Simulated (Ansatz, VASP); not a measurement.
One calculation of BN, two programs

Contents of INCAR:

```
SYSTEM = BN
ALGO = Normal
EDIFF = 1E-6
EDIFFG = -0.01
ENCUT = 600
GGA = PE
IBRION = 2
ISIF = 3
ISMEAR = 0
LASPH = .True.
LCHARG = .False.
LREAL = .False.
LWAVE = .False.
NELM = 100
NSW = 50
PREC = Accurate
SIGMA = 0.05
```

File KPOINTS:

```
k-points
0
Gamma
  16 16 4
  0 0 0
```

POSCAR

```
BN
1.0
    2.5121807812      0.0000000000      0.0000000000
   -1.2560903906      2.1756123754      0.0000000000
    0.0000000000      0.0000000000      8.3870044136
B N
2 2
Direct
    0.3333333333      0.6666666667      0.2500000000
    0.6666666667      0.3333333333      0.7500000000
    0.3333333333      0.6666666667      0.7500000000
    0.6666666667      0.3333333333      0.2500000000
```

Input for Ansatz:

```yaml
crystal:
  lattice:
    - [2.5121791775, 0.0, 0.0]
    - [-1.2560895888, 2.1756109865, 0.0]
    - [0.0, 0.0, 8.3870107525]
  atoms:
    - { symbol: B, position: [0.3333333333, 0.6666666667, 0.25] }
    - { symbol: B, position: [0.6666666667, 0.3333333333, 0.75] }
    - { symbol: "N", position: [0.3333333333, 0.6666666667, 0.75] }
    - { symbol: "N", position: [0.6666666667, 0.3333333333, 0.25] }
basis:
  ecutwfc: 420
  ecutrho_ratio: 4
kpoints:
  mp_grid: { grid: [16, 16, 4] }
hamiltonian:
  xc: pbe
scf:
  occupations: { method: gaussian, width: 0.05 }
output:
  forces: true
  stress: true
  eigenvalues: true
relax:
  f_tol: 0.01
  max_steps: 30
  cell: { stress_tol: 0.04 }
```

Alike in both runs: task relaxation of cell and atoms; functional PBE; k mesh 16 × 16 × 4; occupations gaussian, width 0.05 eV; no spin polarisation.

|  | VASP | Ansatz |
| --- | --- | --- |
| version | VASP 6.6.1 | Ansatz 0.2.0 |
| potentials or method | VASP PAW PBE potentials, release 64 (B, N), cutoff 600 eV | scalar-relativistic, plane waves, PAW |
| valence electrons in the cell | 16 | 16 |

```tsv
	VASP	Ansatz	Ansatz less VASP
gap on the k mesh at the Fermi level, each at its own relaxed structure (eV)	4.50	4.42	-0.077
relaxed volume (Å³/atom)	10.59	11.46	+0.874
relaxed length of the cell vector where the two differ most in proportion (Å)	7.749	8.387	+0.6376
```

One of these differences is far larger than is usual between the two programs; its cause wasn't traced.
